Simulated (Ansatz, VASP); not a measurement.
# Sr: VASP beside Ansatz

```
CELL_PARAMETERS angstrom
4.00481 0.00000 0.00000
-2.00241 3.46827 0.00000
0.00000 0.00000 3.72386
ATOMIC_POSITIONS crystal
Sr 0.00000 0.00000 0.00000
```

Alike in both runs: functional PBEsol; k mesh 15 × 15 × 14; occupations gaussian, width 0.1 eV; no spin polarisation.

Ansatz relaxed the structure, and its values are those at the end. VASP's run is a single point on that final structure, the one shown.

```csv
,VASP,Ansatz
version,VASP 6.6.1,Ansatz 0.2.0
potentials or method,"VASP PAW PBE potentials, release 64 (Sr_sv), cutoff 520 eV","scalar-relativistic, plane waves, PAW"
valence electrons in the cell,10,10
```

```tsv
	VASP	Ansatz	Ansatz less VASP
gap on the k mesh at the Fermi level (eV)	none	none	-
pressure (GPa)	0.0	0.0	-0.01
```

VASP's potentials were made for PBE, not for PBEsol. A gap of «none» marks a metal or a gap that the smearing closes.
